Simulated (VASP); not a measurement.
# HfN (P6_3/mmc) in VASP: a series of runs

Runs on HfN. Level: PBE. Tasks: relaxation of cell and atoms.

All numbers are computed with VASP 6.6.1; they aren't measurements. Logs are shortened: lines on timing, memory, paths and dates and some standing lists are left out, and cuts for length are marked.

## Step 1: The cell of the first run

Symmetry: P6_3/mmc, No. 194, hexagonal system. The conventional cell has a = 3.159 Å, b = 3.159 Å, c = 5.451 Å, α = 90.00°, β = 90.00°, γ = 120.00°. Hf (site symmetry -6m2) has 6 N at 2.28 Å within 3.0 Å. N (site symmetry -3m) has 6 Hf at 2.28 Å and 2 N at 2.73 Å within 3.0 Å.

## Step 2: Relaxation of cell and atoms, PBE

File INCAR:

```
SYSTEM = HfN
PREC = Accurate
ENCUT = 600
EDIFF = 1E-7
ISMEAR = -1
SIGMA = 0.15
LREAL = .False.
LASPH = .True.
NELM = 120
ALGO = Normal
ISIF = 3
LWAVE = .False.
LCHARG = .False.
GGA = PE
IBRION = 2
NSW = 80
EDIFFG = -0.001
GGA_COMPAT = .False.
NELMIN = 4
```

File KPOINTS:

```
regular mesh
0
Gamma
  18 18 8
  0 0 0
```

File POSCAR:

```
HfN
1.0
    3.1593699058      0.0000000000      0.0000000000
   -1.5796849529      2.7360945984      0.0000000000
    0.0000000000      0.0000000000      5.4508227237
Hf N
2 2
Direct
    0.6666666667      0.3333333333      0.7500000000
    0.3333333333      0.6666666667      0.2500000000
    0.0000000000      0.0000000000      0.0000000000
    0.0000000000      0.0000000000      0.5000000000
```

Potentials or basis: VASP PAW PBE potentials, release 64 (Hf_pv, N).

Run with:

```bash
$ cat potpaw_PBE.64/Hf_pv/POTCAR potpaw_PBE.64/N/POTCAR > POTCAR
$ mpirun -np 1 vasp_std > vasp.out
```

OUTCAR:

```text
SYSTEM = HfN
   PREC = Accurate
   ENCUT = 600
   EDIFF = 1E-7
   ISMEAR = -1
   LREAL = .False.
   LASPH = .True.
   NELM = 120
   ISIF = 3
   GGA = PE
   IBRION = 2
   NSW = 80
   EDIFFG = -0.001
   NELMIN = 4

 ion  position               nearest neighbor table
   1  0.667  0.333  0.750-   3 2.28   4 2.28   3 2.28   4 2.28   3 2.28   4 2.28   2 3.28   2 3.28
                             2 3.28   2 3.28   2 3.28   2 3.28
   2  0.333  0.667  0.250-   3 2.28   4 2.28   3 2.28   4 2.28   3 2.28   4 2.28   1 3.28   1 3.28
                             1 3.28   1 3.28   1 3.28   1 3.28
   3  0.000  0.000  0.000-   1 2.28   2 2.28   1 2.28   2 2.28   1 2.28   2 2.28
   4  0.000  0.000  0.500-   1 2.28   2 2.28   1 2.28   2 2.28   1 2.28   2 2.28

  LATTYP: Found a hexagonal cell.
 ALAT       =     3.1593699058
 C/A-ratio  =     1.7252879170

  Lattice vectors:

 A1 = (   3.1593699058,   0.0000000000,   0.0000000000)
 A2 = (  -1.5796849529,   2.7360945984,   0.0000000000)
 A3 = (   0.0000000000,   0.0000000000,   5.4508227237)

Analysis of symmetry for initial positions (statically):
=====================================================================
 Subroutine PRICEL returns:
 Original cell was already a primitive cell.

 Routine SETGRP: Setting up the symmetry group for a
 hexagonal supercell.

 Subroutine GETGRP returns: Found 24 space group operations
 (whereof 12 operations were pure point group operations)
 out of a pool of 24 trial point group operations.

The static configuration has the point symmetry D_3d.
 The point group associated with its full space group is D_6h.

Analysis of symmetry for dynamics (positions and initial velocities):
=====================================================================
 Subroutine PRICEL returns:
 Original cell was already a primitive cell.

 Routine SETGRP: Setting up the symmetry group for a
 hexagonal supercell.

 Subroutine GETGRP returns: Found 24 space group operations
 (whereof 12 operations were pure point group operations)
 out of a pool of 24 trial point group operations.

The dynamic configuration has the point symmetry D_3d.
 The point group associated with its full space group is D_6h.

 Subroutine INISYM returns: Found 24 space group operations
 (whereof 12 operations are pure point group operations),
 and found     1 'primitive' translations

----------------------------------------------------------------------------------------

                                     Primitive cell

  volume of cell :      47.1187

  direct lattice vectors                    reciprocal lattice vectors
     3.159369906  0.000000000  0.000000000     0.316518809  0.182742220  0.000000000
    -1.579684953  2.736094598  0.000000000     0.000000000  0.365484439  0.000000000
     0.000000000  0.000000000  5.450822724     0.000000000  0.000000000  0.183458544

  length of vectors
     3.159369906  3.159369906  5.450822724     0.365484439  0.365484439  0.183458544

  position of ions in fractional coordinates (direct lattice)
     0.666666667  0.333333333  0.750000000
     0.333333333  0.666666667  0.250000000
     0.000000000  0.000000000  0.000000000
     0.000000000  0.000000000  0.500000000

  ion indices of the primitive-cell ions
   primitive index   ion index
                 1           1
                 2           2
                 3           3
                 4           4

----------------------------------------------------------------------------------------

 KPOINTS: regular mesh

Automatic generation of k-mesh.
 Grid dimensions read from file:
 generate k-points for:   18   18    8

 Generating k-lattice:

  Cartesian coordinates                     Fractional coordinates (reciprocal lattice)
     0.017584378  0.010152346  0.000000000     0.055555556 -0.000000000  0.000000000
     0.000000000  0.020304691  0.000000000     0.000000000  0.055555556  0.000000000
     0.000000000  0.000000000  0.022932318     0.000000000  0.000000000  0.125000000

  Length of vectors
     0.020304691  0.020304691  0.022932318

  Shift w.r.t. Gamma in fractional coordinates (k-lattice)
     0.000000000  0.000000000  0.000000000

 Subroutine IBZKPT returns following result:
 ===========================================

 Found    185 irreducible k-points:

 Following reciprocal coordinates:
            Coordinates               Weight
  0.000000  0.000000  0.000000      1.000000
  0.055556 -0.000000  0.000000      6.000000
  0.111111 -0.000000  0.000000      6.000000
  0.166667  0.000000  0.000000      6.000000
  0.222222 -0.000000  0.000000      6.000000
  0.277778  0.000000  0.000000      6.000000
[... 16 lines left out ...]
  0.333333  0.111111  0.000000     12.000000
  0.388889  0.111111  0.000000     12.000000
 [... further k-points ...]
   k-points           NKPTS =    185   k-points in BZ     NKDIM =    185   number of bands    NBANDS=     19
   number of dos      NEDOS =    301   number of ions     NIONS =      4
   total plane-waves  NPLWV =  37632
   dimension x,y,z NGX =    28 NGY =   28 NGZ =   48
   dimension x,y,z NGXF=    56 NGYF=   56 NGZF=   96
   ions per type =               2   2
   NGX,Y,Z   is equivalent  to a cutoff of  14.73, 14.73, 14.64 a.u.
   NGXF,Y,Z  is equivalent  to a cutoff of  29.47, 29.47, 29.28 a.u.
 SYSTEM =  HfN
   PREC   = accura    normal or accurate (medium, high low for compatibility)
   ISTART =      0    job   : 0-new  1-cont  2-samecut
   ICHARG =      2    charge: 1-file 2-atom 10-const
   ISPIN  =      1    spin polarized calculation?
   LNONCOLLINEAR =      F non collinear calculations
   LSORBIT =      F    spin-orbit coupling
   LASPH  =      T    aspherical Exc in radial PAW
   ENCUT  =  600.0 eV  44.10 Ry    6.64 a.u.   6.31  6.31 10.89*2*pi/ulx,y,z
   NELM   =    120;   NELMIN=  4; NELMDL= -5     # of ELM steps
   EDIFF  = 0.1E-06   stopping-criterion for ELM
   LREAL  =      F    real-space projection
   EDIFFG = -.1E-02   stopping-criterion for IOM
   NSW    =     80    number of steps for IOM
   IBRION =      2    ionic relax: 0-MD 1-quasi-New 2-CG
   NFREE  =      1    steps in history (QN), initial steepest desc. (CG)
   ISIF   =      3    stress and relaxation
   ISYM   =      2    0-nonsym 1-usesym 2-fastsym
   POTIM  = 0.5000    time-step for ionic-motion
   TEBEG  =    0.0;   TEEND  =   0.0 temperature during run
   PSTRESS=    0.0 pullay stress
   NELECT =      30.0000    total number of electrons
   NUPDOWN=      -1.0000    fix difference up-down
   EMIN   =  10.00;   EMAX   =-10.00  energy-range for DOS
   EFERMI =   0.00;   METHOD = LEGACY
   ISMEAR =    -1;   SIGMA  =   0.15  broadening in eV -4-tet -1-fermi 0-gaus
   EFERMI_NEDOS =   21; number of points for ismear=-14 and -15
   IALGO  =     38    algorithm
   IMIX   =      4    mixing-type and parameters
     AMIX     =   0.40;   BMIX     =  1.00
     AMIX_MAG =   1.60;   BMIX_MAG =  1.00
  volume/ion in A,a.u.               =      11.78        79.49
  Fermi-wavevector in a.u.,A,eV,Ry     =   1.408372  2.661437 26.987313  1.983512
  Thomas-Fermi vector in A             =   2.530536
   LORBIT       =      0    0 simple, 1 ext, 2 COOP (PROOUT), +10 PAW based schemes
   GGA     = PE    functional components
   LHFCALC =     F    Hartree Fock is set to
   AEXX    =    0.0000 exact exchange contribution
   IVDW    =     0    specifies the selected vdW correction
   LEPSILON=     F    determine dielectric tensor
   LRPA    =     F    only Hartree local field effects (RPA)
 conjugate gradient relaxation of ions
 non-spin polarized calculation
  energy-cutoff  :      600.00
  volume of cell :       47.12
 maximum number of plane-waves:      1597
 NGX is ok and might be reduce to    28
   NGX = 13   NGY = 13   NGZ = 21

--------------------------------------- Ionic step        1  -------------------------------------------

 number of electron      30.0000001 magnetization

 Free energy of the ion-electron system (eV)
  ---------------------------------------------------
  ext. energy  EPLUGINS =         0.00000000
  ---------------------------------------------------
  free energy    TOTEN  =       -43.44266651 eV

  energy without entropy =      -43.37200621  energy(sigma->0) =      -43.40733636

------------------------ aborting loop because EDIFF is reached ----------------------------------------

  FORCE on cell =-STRESS in cart. coord.  units (eV):
  Direction    XX          YY          ZZ          XY          YZ          ZX
  --------------------------------------------------------------------------------------
  -------------------------------------------------------------------------------------
  Total       -0.7220003     -0.7220003     -0.4930872      0.0000000      0.0000000      0.0000000
  in kB      -24.5501608    -24.5501608    -16.7664314      0.0000000      0.0000000      0.0000000
  external PRESSURE =     -21.9555843 kB  Pullay stress =       0.0000000 kB
[... 137 lines left out ...]
  energy  without entropy=      -43.3750371357  energy(sigma->0) =      -43.41029971

--------------------------------------- Ionic step        5  -------------------------------------------

 number of electron      30.0000000 magnetization

 Free energy of the ion-electron system (eV)
  ---------------------------------------------------
  ext. energy  EPLUGINS =         0.00000000
  ---------------------------------------------------
  free energy    TOTEN  =       -43.44556506 eV

  energy without entropy =      -43.37511555  energy(sigma->0) =      -43.41034031

 E-fermi :   7.7857     XC(G=0): -12.6706

 val. band max:        7.7795844702   @ k =   0.1111   0.0556   0.0000
 cond. band min:       7.7892898634   @ k =   0.0000   0.0000   0.1250
 fundamental gap:      0.0097053932
 Fermi energy:         7.7856708241

 k-point     1 :       0.0000    0.0000    0.0000
  band No.  band energies     occupation
      1     -23.9130      2.00000
      2     -23.1000      2.00000
      3     -22.9959      2.00000
      4     -22.9959      2.00000
      5     -22.9378      2.00000
      6     -22.9378      2.00000
[... 11 lines left out ...]
     18       8.7660      0.00290
     19       9.6609      0.00001
[... 489 lines left out ...]
      3     -23.4651      2.00000
      4     -23.2638      2.00000
      5     -23.2198      2.00000
      6     -23.1113      2.00000
[... 11 lines left out ...]
     18      11.4862      0.00000
     19      12.7554      0.00000

 [... further k-points ...]

------------------------ aborting loop because EDIFF is reached ----------------------------------------

  FORCE on cell =-STRESS in cart. coord.  units (eV):
  Direction    XX          YY          ZZ          XY          YZ          ZX
  --------------------------------------------------------------------------------------
  -------------------------------------------------------------------------------------
  Total       -0.0000610     -0.0000610      0.0006453      0.0000000     -0.0000000     -0.0000000
  in kB       -0.0020906     -0.0020906      0.0221273      0.0000000     -0.0000000     -0.0000000
  external PRESSURE =       0.0059820 kB  Pullay stress =       0.0000000 kB
[... 19 lines left out ...]
  FREE ENERGIE OF THE ION-ELECTRON SYSTEM (eV)
  ---------------------------------------------------
  free  energy   TOTEN  =       -43.4455650648 eV

  energy  without entropy=      -43.3751155479  energy(sigma->0) =      -43.41034031

 reached required accuracy - stopping structural energy minimisation
```

It took 8.9 min on 1 thread of Oxide Virtual Turin-like, shared host; peak memory 0.3 GiB.

Results:

| Item | Value |
| --- | --- |
| Free energy | -43.4456 eV |
| Relaxed volume | 11.68 Å³/atom |
| Relaxed cell | a = 3.149 Å, b = 3.149 Å, c = 5.442 Å, α = 90.00°, β = 90.00°, γ = 120.00° |
| Space group after relaxing (to 0.1 Å) | P6_3/mmc (No. 194) |
| Energy gained by relaxing | 0.7 meV/atom |
| Ionic steps | 5 |
| Pressure after relaxing | 0.0 GPa |
| Band gap on the k mesh | zero (bands 15 and 16 overlap by 2.27 eV) |

Step by step:
```csv
step,energy change (eV),largest force (eV/Å),pressure (GPa),volume (Å³)
1,0.0000,0.0000,-2.20,47.12
2,0.0059,0.0000,4.10,46.03
3,-0.0029,0.0000,0.03,46.72
4,-0.0029,0.0000,-0.01,46.72
5,-0.0029,0.0000,0.00,46.72
```

Final structure:
```yaml
crystal:
  lattice:
    - [3.14852, 0.00000, 0.00000]
    - [-1.57426, 2.72670, 0.00000]
    - [0.00000, 0.00000, 5.44229]
  atoms:
    - { symbol: Hf, position: [0.66667, 0.33333, 0.75000] }
    - { symbol: Hf, position: [0.33333, 0.66667, 0.25000] }
    - { symbol: N, position: [0.00000, 0.00000, 0.00000] }
    - { symbol: N, position: [0.00000, 0.00000, 0.50000] }
```

Levels at points of the mesh, in eV from the Fermi level:
```tsv
k point	band 13	band 14	band 15	band 16	band 17	band 18
(0.00, 0.00, 0.00)	-3.53	-1.71	-0.55	0.76	0.76	0.98
(0.50, 0.00, 0.00)	-3.23	-2.73	-2.40	2.42	2.72	4.40
(0.00, 0.00, 0.50)	-4.31	-4.31	1.85	1.85	2.90	2.90
(0.50, 0.00, 0.50)	-4.41	-4.41	-0.26	-0.26	4.66	4.66
```

Caveat: spin-orbit coupling is left out, which moves the levels of the heavy elements.

(Continued in part 2 of 2.)
